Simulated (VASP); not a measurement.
# CdS (P1) in VASP: single point with PBEsol

Aim: the single point of CdS with PBEsol.

Everything below comes from runs of VASP 6.6.1. Logs are shortened: lines on timing, memory, paths and dates and some standing lists are left out, and cuts for length are marked.

## Step 1: The cell of the first run

The typed cell holds 16 atoms: a = 6.774 Å, b = 6.774 Å, c = 6.774 Å, α = 90.00°, β = 90.00°, γ = 90.00°.

## Step 2: Single point, PBEsol

INCAR

```
PREC = Accurate ; ENCUT = 520
EDIFF = 1E-6 ; ISMEAR = -1
SIGMA = 0.02 ; LREAL = Auto
LASPH = True ; NELM = 80
ALGO = Normal ; ISIF = 2
LWAVE = False ; LCHARG = False
GGA = PS ; NBANDS = 86
```

KPOINTS

```
Automatic mesh
0
Gamma
  2 2 2
```

POSCAR

```
CdS
1.0
    6.7738172281      0.0000000000      0.0000000000
    0.0000000000      6.7738172281      0.0000000000
    0.0000000000      0.0000000000      6.7738172281
Cd S
8 8
Direct
    0.0010038653     -0.0027901550     -0.0055318883
    0.0037113490      0.0007187971      0.5026344652
   -0.0042710039      0.4971498177     -0.0009045122
    0.0008890113      0.5029226336      0.4999467635
    0.5030038286      0.0007927583      0.0009910217
    0.4961170175     -0.0020304652      0.4963778748
    0.4993073899      0.5003961409      0.0007433032
    0.4974342954      0.4997681346      0.4998578919
    0.2463991785      0.2476647869      0.2494994983
    0.2499902113      0.2542012785      0.7539632128
    0.2527186581      0.7459192992      0.2585759168
    0.2532425872      0.7600695187      0.7546538130
    0.7495054604      0.2459534918      0.2510712856
    0.7492992251      0.2585791646      0.7461286347
    0.7559800962      0.7479372161      0.2460686410
    0.7526978996      0.7504483556      0.7606740522
```

Potentials or basis: VASP PAW PBE potentials, release 64 (Cd, S).

Run with:

```bash
$ cat potpaw_PBE.64/Cd/POTCAR potpaw_PBE.64/S/POTCAR > POTCAR
$ mpirun -np 1 vasp_std > vasp.out
```

OUTCAR:

```text
PREC = Accurate
   ENCUT = 520
   EDIFF = 1E-6
   ISMEAR = -1
   LREAL = Auto
   LASPH = True
   NELM = 80
   ISIF = 2
   GGA = PS

 ion  position               nearest neighbor table
   1  0.001  0.997  0.994-  16 2.85  12 2.85  15 2.92  10 2.92   9 2.94  13 2.96  14 2.98  11 3.00
                             2 3.33   5 3.37   3 3.39   3 3.39   5 3.40   2 3.44
   2  0.004  0.001  0.503-  12 2.90   9 2.91  11 2.93  13 2.94  10 2.94  14 2.96  15 2.96  16 2.97
                             1 3.33   6 3.34   4 3.37   4 3.40   6 3.44   1 3.44
   3  0.996  0.497  0.999-  16 2.87  15 2.88  14 2.89  10 2.90  13 2.93   9 2.94  12 2.99  11 2.99
                             7 3.36   4 3.38   1 3.39   1 3.39   4 3.39   7 3.41
   4  0.001  0.503  0.500-  11 2.88  14 2.90  15 2.91   9 2.94  10 2.94  16 2.96  13 2.96  12 2.99
                             8 3.36   2 3.37   3 3.38   3 3.39   2 3.40   8 3.41
   5  0.503  0.001  0.001-  12 2.88  16 2.90  13 2.90  15 2.94   9 2.94  10 2.95  14 2.97  11 2.98
                             6 3.36   1 3.37   7 3.38   7 3.39   1 3.40   6 3.42
   6  0.496  0.998  0.496-  11 2.87  12 2.89   9 2.92  13 2.92  10 2.97  15 2.97  14 2.99  16 3.01
                             2 3.34   5 3.36   8 3.37   8 3.40   5 3.42   2 3.44
   7  0.499  0.500  0.001-  10 2.90  16 2.91  14 2.92  15 2.93  11 2.93  12 2.94   9 2.95  13 2.95
                             3 3.36   8 3.38   5 3.38   5 3.39   8 3.39   3 3.41
   8  0.497  0.500  0.500-  11 2.86  14 2.89  10 2.92   9 2.95  13 2.95  12 2.97  15 2.97  16 3.00
                             4 3.36   6 3.37   7 3.38   7 3.39   6 3.40   4 3.41
   9  0.246  0.248  0.249-   2 2.91   6 2.92   3 2.94   1 2.94   4 2.94   5 2.94   8 2.95   7 2.95
[... 9 lines left out ...]
  14  0.749  0.259  0.746-   3 2.89   8 2.89   4 2.90   7 2.92   2 2.96   5 2.97   1 2.98   6 2.99

  15  0.756  0.748  0.246-   3 2.88   4 2.91   1 2.92   7 2.93   5 2.94   2 2.96   6 2.97   8 2.97

  16  0.753  0.750  0.761-   1 2.85   3 2.87   5 2.90   7 2.91   4 2.96   2 2.97   8 3.00   6 3.01

  LATTYP: Found a simple cubic cell.
 ALAT       =     6.7738172281

  Lattice vectors:

 A1 = (   6.7738172281,   0.0000000000,   0.0000000000)
 A2 = (   0.0000000000,   6.7738172281,   0.0000000000)
 A3 = (   0.0000000000,   0.0000000000,   6.7738172281)

Analysis of symmetry for initial positions (statically):
=====================================================================
 Subroutine PRICEL returns:
 Original cell was already a primitive cell.

 Routine SETGRP: Setting up the symmetry group for a
 simple cubic supercell.

 Subroutine GETGRP returns: Found  1 space group operations
 (whereof  1 operations were pure point group operations)
 out of a pool of 48 trial point group operations.

The static configuration has the point symmetry C_1 .

Analysis of symmetry for dynamics (positions and initial velocities):
=====================================================================
 Subroutine PRICEL returns:
 Original cell was already a primitive cell.

 Routine SETGRP: Setting up the symmetry group for a
 simple cubic supercell.

 Subroutine GETGRP returns: Found  1 space group operations
 (whereof  1 operations were pure point group operations)
 out of a pool of 48 trial point group operations.

The dynamic configuration has the point symmetry C_1 .

 Subroutine INISYM returns: Found  1 space group operations
 (whereof  1 operations are pure point group operations),
 and found     1 'primitive' translations

----------------------------------------------------------------------------------------

                                     Primitive cell

  volume of cell :     310.8139

  direct lattice vectors                    reciprocal lattice vectors
     6.773817228  0.000000000  0.000000000     0.147627249  0.000000000  0.000000000
     0.000000000  6.773817228  0.000000000     0.000000000  0.147627249  0.000000000
     0.000000000  0.000000000  6.773817228     0.000000000  0.000000000  0.147627249

  length of vectors
     6.773817228  6.773817228  6.773817228     0.147627249  0.147627249  0.147627249

  position of ions in fractional coordinates (direct lattice)
     0.001003865  0.997209845  0.994468112
     0.003711349  0.000718797  0.502634465
     0.995728996  0.497149818  0.999095488
     0.000889011  0.502922634  0.499946763
     0.503003829  0.000792758  0.000991022
     0.496117017  0.997969535  0.496377875
[... 8 lines left out ...]
     0.755980096  0.747937216  0.246068641
     0.752697900  0.750448356  0.760674052

  ion indices of the primitive-cell ions
   primitive index   ion index
                 1           1
                 2           2
                 3           3
                 4           4
                 5           5
                 6           6
[... 8 lines left out ...]
                15          15
                16          16

----------------------------------------------------------------------------------------

 KPOINTS: Automatic mesh

Automatic generation of k-mesh.
 Grid dimensions read from file:
 generate k-points for:    2    2    2

 Generating k-lattice:

  Cartesian coordinates                     Fractional coordinates (reciprocal lattice)
     0.073813624  0.000000000  0.000000000     0.500000000  0.000000000  0.000000000
     0.000000000  0.073813624  0.000000000     0.000000000  0.500000000  0.000000000
     0.000000000  0.000000000  0.073813624     0.000000000  0.000000000  0.500000000

  Length of vectors
     0.073813624  0.073813624  0.073813624

  Shift w.r.t. Gamma in fractional coordinates (k-lattice)
     0.000000000  0.000000000  0.000000000

 Subroutine IBZKPT returns following result:
 ===========================================

 Found      8 irreducible k-points:

 Following reciprocal coordinates:
            Coordinates               Weight
  0.000000  0.000000  0.000000      1.000000
  0.500000  0.000000  0.000000      1.000000
  0.000000  0.500000  0.000000      1.000000
  0.000000  0.000000  0.500000      1.000000
  0.500000  0.500000  0.000000      1.000000
  0.000000  0.500000  0.500000      1.000000
  0.500000  0.000000  0.500000      1.000000
  0.500000  0.500000  0.500000      1.000000
   k-points           NKPTS =      8   k-points in BZ     NKDIM =      8   number of bands    NBANDS=     86
   number of dos      NEDOS =    301   number of ions     NIONS =     16
   total plane-waves  NPLWV = 125000
   dimension x,y,z NGX =    50 NGY =   50 NGZ =   50
   dimension x,y,z NGXF=   100 NGYF=  100 NGZF=  100
   ions per type =               8   8
   NGX,Y,Z   is equivalent  to a cutoff of  12.27, 12.27, 12.27 a.u.
   NGXF,Y,Z  is equivalent  to a cutoff of  24.54, 24.54, 24.54 a.u.
 SYSTEM =  unknown system
   PREC   = accura    normal or accurate (medium, high low for compatibility)
   ISTART =      0    job   : 0-new  1-cont  2-samecut
   ICHARG =      2    charge: 1-file 2-atom 10-const
   ISPIN  =      1    spin polarized calculation?
   LNONCOLLINEAR =      F non collinear calculations
   LSORBIT =      F    spin-orbit coupling
   LASPH  =      T    aspherical Exc in radial PAW
   ENCUT  =  520.0 eV  38.22 Ry    6.18 a.u.  12.59 12.59 12.59*2*pi/ulx,y,z
   NELM   =     80;   NELMIN=  2; NELMDL= -5     # of ELM steps
   EDIFF  = 0.1E-05   stopping-criterion for ELM
   LREAL  =      T    real-space projection
   EDIFFG = 0.1E-04   stopping-criterion for IOM
   NSW    =      0    number of steps for IOM
   IBRION =     -1    ionic relax: 0-MD 1-quasi-New 2-CG
   NFREE  =      0    steps in history (QN), initial steepest desc. (CG)
   ISIF   =      2    stress and relaxation
   ISYM   =      2    0-nonsym 1-usesym 2-fastsym
   POTIM  = 0.5000    time-step for ionic-motion
   TEBEG  =    0.0;   TEEND  =   0.0 temperature during run
   PSTRESS=    0.0 pullay stress
   NELECT =     144.0000    total number of electrons
   NUPDOWN=      -1.0000    fix difference up-down
   EMIN   =  10.00;   EMAX   =-10.00  energy-range for DOS
   EFERMI =   0.00;   METHOD = LEGACY
   ISMEAR =    -1;   SIGMA  =   0.02  broadening in eV -4-tet -1-fermi 0-gaus
   EFERMI_NEDOS =   21; number of points for ismear=-14 and -15
   IALGO  =     38    algorithm
   IMIX   =      4    mixing-type and parameters
     AMIX     =   0.40;   BMIX     =  1.00
     AMIX_MAG =   1.60;   BMIX_MAG =  1.00
  volume/ion in A,a.u.               =      19.43       131.09
  Fermi-wavevector in a.u.,A,eV,Ry     =   1.266763  2.393836 21.833128  1.604690
  Thomas-Fermi vector in A             =   2.399947
   LORBIT       =      0    0 simple, 1 ext, 2 COOP (PROOUT), +10 PAW based schemes
   GGA     = PS    functional components
   LHFCALC =     F    Hartree Fock is set to
   AEXX    =    0.0000 exact exchange contribution
   IVDW    =     0    specifies the selected vdW correction
   LEPSILON=     F    determine dielectric tensor
   LRPA    =     F    only Hartree local field effects (RPA)
 non-spin polarized calculation
  energy-cutoff  :      520.00
  volume of cell :      310.81
 maximum number of plane-waves:      8410
   NGX = 25   NGY = 25   NGZ = 25

 number of electron     143.9999979 magnetization

 Free energy of the ion-electron system (eV)
  ---------------------------------------------------
  ext. energy  EPLUGINS =         0.00000000
  ---------------------------------------------------
  free energy    TOTEN  =       -45.03699750 eV

  energy without entropy =      -44.97657956  energy(sigma->0) =      -45.00678853

 E-fermi :   3.8336     XC(G=0): -10.9981

 val. band max:        3.8324770337   @ k =   0.0000   0.0000   0.0000
 cond. band min:       3.8344780266   @ k =   0.0000   0.0000   0.0000
 fundamental gap:      0.0020009929
 Fermi energy:         3.8336040072

 k-point     1 :       0.0000    0.0000    0.0000
  band No.  band energies     occupation
      1      -9.6865      2.00000
      2      -8.6039      2.00000
      3      -8.5878      2.00000
      4      -8.5834      2.00000
      5      -8.2159      2.00000
      6      -8.2001      2.00000
[... 685 lines left out ...]
     83       9.5717      0.00000
     84       9.5857      0.00000
 [bands above 84 left out]

------------------------ aborting loop because EDIFF is reached ----------------------------------------

  FORCE on cell =-STRESS in cart. coord.  units (eV):
  Direction    XX          YY          ZZ          XY          YZ          ZX
  --------------------------------------------------------------------------------------
  -------------------------------------------------------------------------------------
  Total       -3.6338137     -5.1068508     -4.9440387      0.0183548      0.0319746      0.0079333
  in kB      -18.7315112    -26.3246939    -25.4854334      0.0946148      0.1648220      0.0408945
  external PRESSURE =     -23.5138795 kB  Pullay stress =       0.0000000 kB

 VOLUME and BASIS-vectors are now :
 -----------------------------------------------------------------------------
  energy-cutoff  :      520.00
  volume of cell :      310.81
      direct lattice vectors                 reciprocal lattice vectors
     6.773817228  0.000000000  0.000000000     0.147627249  0.000000000  0.000000000
     0.000000000  6.773817228  0.000000000     0.000000000  0.147627249  0.000000000
     0.000000000  0.000000000  6.773817228     0.000000000  0.000000000  0.147627249

 POSITION                                       TOTAL-FORCE (eV/Angst)
 -----------------------------------------------------------------------------------
      0.00680      6.75492      6.73635         0.015909      0.021936      0.065775
      0.02514      0.00487      3.40475        -0.074714      0.026731     -0.042895
      6.74489      3.36760      6.76769         0.035216     -0.030488      0.000136
      0.00602      3.40671      3.38655        -0.026870     -0.012653      0.002642
      3.40726      0.00537      0.00671        -0.005166      0.024016     -0.026517
      3.36061      6.76006      3.36237         0.065134      0.015902      0.027245
[... 8 lines left out ...]
      5.12087      5.06639      1.66682         0.225255     -0.283057      0.263752
      5.09864      5.08340      5.15267         0.059179      0.322072     -0.110924
 -----------------------------------------------------------------------------------
    total drift:                                0.004486     -0.001885     -0.003777

  FREE ENERGIE OF THE ION-ELECTRON SYSTEM (eV)
  ---------------------------------------------------
  free  energy   TOTEN  =       -45.0369975021 eV

  energy  without entropy=      -44.9765795587  energy(sigma->0) =      -45.00678853
```

It took 14 min on 1 thread of Intel Xeon 8259CL, shared host; peak memory 0.42 GiB.

What came out:

```
Free energy            : -45.0370 eV
Pressure               : -2.4 GPa
Largest force          : 0.584 eV/Å
Band gap on the k mesh : zero (filled and empty bands touch)
```

Forces in eV/Å, atoms in the order of the input:
```
Cd   0.016  0.022  0.066
Cd  -0.075  0.027 -0.043
Cd   0.035 -0.030  0.000
Cd  -0.027 -0.013  0.003
Cd  -0.005  0.024 -0.027
Cd   0.065  0.016  0.027
Cd  -0.037  0.000 -0.004
Cd   0.034 -0.032  0.006
S   -0.233 -0.362 -0.056
S   -0.064  0.521 -0.049
S    0.330 -0.397  0.273
S    0.086  0.386  0.256
S   -0.345 -0.343 -0.259
S   -0.066  0.143 -0.345
S    0.225 -0.283  0.264
S    0.059  0.322 -0.111
```

Stress tensor (GPa, compression positive):
```
-1.87  0.01  0.00
 0.01 -2.63  0.02
 0.00  0.02 -2.55
```

Caveat: the k points lie up to 0.46 Å⁻¹ apart; the atoms stand as in a frame of molecular dynamics; the structure was generated, so it needn't be the stable form of CdS; semilocal functionals underestimate gaps, and a narrow one can read as zero; the PAW data sets were made with another functional, which shifts forces and pressure a little.
